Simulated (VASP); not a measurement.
# Sr (P-1) in VASP: single point with PBE

Aim: the single point of Sr with PBE.

All numbers are computed with VASP 6.6.1; they aren't measurements. Logs are shortened: lines on timing, memory, paths and dates and some standing lists are left out, and cuts for length are marked.

## Step 1: The cell of the first run

The typed cell holds 2 atoms: a = 5.470 Å, b = 5.450 Å, c = 5.457 Å, α = 97.17°, β = 97.20°, γ = 138.42°.

## Step 2: Single point, PBE (atoms moved at random and the cell strained at random)

Contents of INCAR:

```
PREC = Accurate
ENCUT = 520
EDIFF = 1E-6
ISMEAR = 0
SIGMA = 0.1
LREAL = False
LASPH = True
NELM = 100
ALGO = Fast
ISIF = 2
LWAVE = False
LCHARG = True
GGA = PE
LELF = True
LVHAR = True
NBANDS = 17
```

Contents of KPOINTS:

```
regular mesh
0
Gamma
  12 12 8
```

Contents of POSCAR:

```
Sr
1.0
   -3.6082874414      3.6181345909      1.9519226442
    3.6051752916     -3.6063730898      1.9246438472
    3.6102888749      3.6083745233     -1.9303516390
Sr
2
Direct
    0.7620185289      0.2692938644      0.4913891217
   -0.0120185289     -0.0192938644      0.0086108783
```

Potentials or basis: VASP PAW PBE potentials, release 64 (Sr_sv).

Run with:

```console
cat potpaw_PBE.64/Sr_sv/POTCAR > POTCAR
mpirun -np 1 vasp_std > vasp.out
```

OUTCAR:

```text
PREC = Accurate
   ENCUT = 520
   EDIFF = 1E-6
   ISMEAR = 0
   LREAL = False
   LASPH = True
   NELM = 100
   ISIF = 2
   GGA = PE

 ion  position               nearest neighbor table
   1  0.762  0.269  0.491-   2 3.68   2 3.69   2 3.71   2 3.89   2 4.44   2 4.65   2 4.72   2 4.74

   2  0.988  0.981  0.009-   1 3.68   1 3.69   1 3.71   1 3.89   1 4.44   1 4.65   1 4.72   1 4.74

  LATTYP: Found a triclinic cell.
 ALAT       =     5.4571796663
 B/A-ratio  =     1.3221970217
 C/A-ratio  =     0.7103642943
 COS(alpha) =     0.0015930108
 COS(beta)  =     0.3522502212
 COS(gamma) =     0.6620297893

  Lattice vectors:

 A1 = (   3.6102888749,   3.6083745233,  -1.9303516390)
 A2 = (   7.2154641665,   0.0020014335,  -0.0057077918)
 A3 = (   0.0031121498,  -0.0117615011,  -3.8765664914)

Analysis of symmetry for initial positions (statically):
=====================================================================
 Subroutine PRICEL returns:
 Original cell was already a primitive cell.

 Routine SETGRP: Setting up the symmetry group for a
 triclinic supercell.

 Subroutine GETGRP returns: Found  2 space group operations
 (whereof  1 operations were pure point group operations)
 out of a pool of  2 trial point group operations.

The static configuration has the point symmetry C_1 .
 The point group associated with its full space group is S_2 .

Analysis of symmetry for dynamics (positions and initial velocities):
=====================================================================
 Subroutine PRICEL returns:
 Original cell was already a primitive cell.

 Routine SETGRP: Setting up the symmetry group for a
 triclinic supercell.

 Subroutine GETGRP returns: Found  2 space group operations
 (whereof  1 operations were pure point group operations)
 out of a pool of  2 trial point group operations.

The dynamic configuration has the point symmetry C_1 .
 The point group associated with its full space group is S_2 .

 Subroutine INISYM returns: Found  2 space group operations
 (whereof  1 operations are pure point group operations),
 and found     1 'primitive' translations

----------------------------------------------------------------------------------------

                                     Primitive cell

  volume of cell :     101.0662

[... 80 lines left out ...]
   ISTART =      0    job   : 0-new  1-cont  2-samecut
   ICHARG =      2    charge: 1-file 2-atom 10-const
   ISPIN  =      1    spin polarized calculation?
   LNONCOLLINEAR =      F non collinear calculations
   LSORBIT =      F    spin-orbit coupling
   LASPH  =      T    aspherical Exc in radial PAW
   ENCUT  =  520.0 eV  38.22 Ry    6.18 a.u.  10.17 10.13 10.15*2*pi/ulx,y,z
   NELM   =    100;   NELMIN=  2; NELMDL= -5     # of ELM steps
   EDIFF  = 0.1E-05   stopping-criterion for ELM
   LREAL  =      F    real-space projection
   EDIFFG = 0.1E-04   stopping-criterion for IOM
   NSW    =      0    number of steps for IOM
   IBRION =     -1    ionic relax: 0-MD 1-quasi-New 2-CG
   NFREE  =      0    steps in history (QN), initial steepest desc. (CG)
   ISIF   =      2    stress and relaxation
   ISYM   =      2    0-nonsym 1-usesym 2-fastsym
   POTIM  = 0.5000    time-step for ionic-motion
   TEBEG  =    0.0;   TEEND  =   0.0 temperature during run
   PSTRESS=    0.0 pullay stress
   NELECT =      20.0000    total number of electrons
   NUPDOWN=      -1.0000    fix difference up-down
   EMIN   =  10.00;   EMAX   =-10.00  energy-range for DOS
   EFERMI =   0.00;   METHOD = LEGACY
   ISMEAR =     0;   SIGMA  =   0.10  broadening in eV -4-tet -1-fermi 0-gaus
   EFERMI_NEDOS =   21; number of points for ismear=-14 and -15
   IALGO  =     68    algorithm
   IMIX   =      4    mixing-type and parameters
     AMIX     =   0.40;   BMIX     =  1.00
     AMIX_MAG =   1.60;   BMIX_MAG =  1.00
  volume/ion in A,a.u.               =      50.53       341.01
  Fermi-wavevector in a.u.,A,eV,Ry     =   0.954003  1.802803 12.382947  0.910121
  Thomas-Fermi vector in A             =   2.082709
   LORBIT       =      0    0 simple, 1 ext, 2 COOP (PROOUT), +10 PAW based schemes
   GGA     = PE    functional components
   LHFCALC =     F    Hartree Fock is set to
   AEXX    =    0.0000 exact exchange contribution
   IVDW    =     0    specifies the selected vdW correction
   LEPSILON=     F    determine dielectric tensor
   LRPA    =     F    only Hartree local field effects (RPA)
 non-spin polarized calculation
 RMM-DIIS sequential band-by-band and
 Gauss-broadening in eV      SIGMA  =   0.10
  energy-cutoff  :      520.00
  volume of cell :      101.07
 maximum number of plane-waves:      2738
 NGX is ok and might be reduce to    42
   NGX = 21   NGY = 21   NGZ = 21

 number of electron      20.0000000 magnetization

 Free energy of the ion-electron system (eV)
  ---------------------------------------------------
  ext. energy  EPLUGINS =         0.00000000
  ---------------------------------------------------
  free energy    TOTEN  =        -2.72863618 eV

  energy without entropy =       -2.71371286  energy(sigma->0) =       -2.72117452

 E-fermi :   1.7235     XC(G=0):  -7.5994

 val. band max:        1.7207900949   @ k =   0.0833   0.1667   0.0000
 cond. band min:       1.7245779783   @ k =  -0.4167  -0.4167   0.3750
 fundamental gap:      0.0037878834
 Fermi energy:         1.7235047003

 k-point     1 :       0.0000    0.0000    0.0000
  band No.  band energies     occupation
      1     -34.8018      2.00000
      2     -34.7464      2.00000
      3     -16.9524      2.00000
      4     -16.9179      2.00000
      5     -16.6499      2.00000
      6     -16.6477      2.00000
[... 457 lines left out ...]
      4     -16.9080      2.00000
      5     -16.8982      2.00000
      6     -16.7972      2.00000
[... 9 lines left out ...]
     16       4.7001      0.00000
     17       5.5971      0.00000

 [... further k-points ...]
[... 5 lines left out ...]
  --------------------------------------------------------------------------------------
  -------------------------------------------------------------------------------------
  Total        0.7155355      0.3521096      0.5993236     -0.0005288      0.1645728     -0.0155158
  in kB       11.3432085      5.5819065      9.5009298     -0.0083829      2.6089323     -0.2459675
  external PRESSURE =       8.8086816 kB  Pullay stress =       0.0000000 kB

 VOLUME and BASIS-vectors are now :
 -----------------------------------------------------------------------------
  energy-cutoff  :      520.00
  volume of cell :      101.07
      direct lattice vectors                 reciprocal lattice vectors
    -3.608287441  3.618134591  1.951922644     0.000165559  0.137610594  0.257542857
     3.605175292 -3.606373090  1.924643847     0.138795596 -0.000808787  0.258074115
     3.610288875  3.608374523 -1.930351639     0.138552605  0.138341948 -0.000308498

 POSITION                                       TOTAL-FORCE (eV/Angst)
 -----------------------------------------------------------------------------------
     -0.00467      3.55903      1.05714         0.021096      0.250756      0.032480
      0.00178      0.06893      3.79935        -0.021096     -0.250756     -0.032480
 -----------------------------------------------------------------------------------
    total drift:                                0.000000     -0.000000      0.000000

  FREE ENERGIE OF THE ION-ELECTRON SYSTEM (eV)
  ---------------------------------------------------
  free  energy   TOTEN  =        -2.7286361834 eV

  energy  without entropy=       -2.7137128603  energy(sigma->0) =       -2.72117452
```

stdout:

```text
POSCAR found type information on POSCAR Sr
 POSCAR found :  1 types and       2 ions
 scaLAPACK will be used
 LDA part: xc-table for (Slater+PW92), standard interpolation
 POSCAR, INCAR and KPOINTS ok, starting setup
 FFT: planning ... GRIDC
 FFT: planning ... GRID_SOFT
 FFT: planning ... GRID
 WAVECAR not read
 entering main loop
WARNING in EDDRMM: call to ZHEGV failed, returncode =   8  4     12
WARNING in EDDRMM: call to ZHEGV failed, returncode =   8  4     15
WARNING in EDDRMM: call to ZHEGV failed, returncode =   8  4      9
WARNING in EDDRMM: call to ZHEGV failed, returncode =   6  3     14
WARNING in EDDRMM: call to ZHEGV failed, returncode =   6  3     11
WARNING in EDDRMM: call to ZHEGV failed, returncode =   8  4     13
WARNING in EDDRMM: call to ZHEGV failed, returncode =   8  4     13
WARNING in EDDRMM: call to ZHEGV failed, returncode =   8  4     12
WARNING in EDDRMM: call to ZHEGV failed, returncode =   8  4     10
WARNING in EDDRMM: call to ZHEGV failed, returncode =   8  4     13
WARNING in EDDRMM: call to ZHEGV failed, returncode =   8  4     14
WARNING in EDDRMM: call to ZHEGV failed, returncode =   8  4     13
WARNING in EDDRMM: call to ZHEGV failed, returncode =   6  3     10
WARNING in EDDRMM: call to ZHEGV failed, returncode =   6  3     13
WARNING in EDDRMM: call to ZHEGV failed, returncode =   8  4     12
WARNING in EDDRMM: call to ZHEGV failed, returncode =   8  4     15
WARNING in EDDRMM: call to ZHEGV failed, returncode =   6  3      9
WARNING in EDDRMM: call to ZHEGV failed, returncode =   6  3      9
WARNING in EDDRMM: call to ZHEGV failed, returncode =   6  3     12
WARNING in EDDRMM: call to ZHEGV failed, returncode =   6  3      9
WARNING in EDDRMM: call to ZHEGV failed, returncode =   6  3      9
WARNING in EDDRMM: call to ZHEGV failed, returncode =   8  4     14
```

It took 41 min on 1 thread of Intel Xeon 8259CL, shared host; peak memory 0.91 GiB.

What came out:

```
Free energy            : -2.7286 eV
Pressure               : 0.9 GPa
Largest force          : 0.254 eV/Å
Band gap on the k mesh : zero (bands 10 and 11 overlap by 0.57 eV)
```

Forces on the atoms (eV/Å):
```
Sr   0.021  0.251  0.032
Sr  -0.021 -0.251 -0.032
```

Levels at points of the mesh, in eV from the Fermi level:
```tsv
k point	band 7	band 8	band 9	band 10	band 11	band 12	band 13	band 14
(0.00, 0.00, 0.00)	-18.36	-18.33	-3.56	-0.46	0.67	1.10	1.75	2.93
(0.50, 0.00, 0.00)	-18.41	-18.30	-0.85	-0.23	0.09	1.07	1.26	2.35
(0.00, 0.50, 0.00)	-18.45	-18.34	-0.74	-0.03	-0.01	1.29	1.49	1.73
(0.50, 0.50, 0.00)	-18.36	-18.35	-1.90	-1.82	1.02	1.14	1.73	1.76
(0.00, 0.00, 0.50)	-18.35	-18.35	-1.90	-1.82	1.01	1.16	1.73	1.76
(0.50, 0.00, 0.50)	-18.45	-18.34	-0.74	-0.04	-0.02	1.29	1.49	1.75
(0.00, 0.50, 0.50)	-18.45	-18.31	-0.83	-0.19	0.11	1.08	1.30	2.12
(0.50, 0.50, 0.50)	-18.32	-18.30	-1.15	-1.11	0.02	0.05	1.54	1.96
```

Caveat: the cell differs from its parent crystal (atoms moved at random and the cell strained at random).
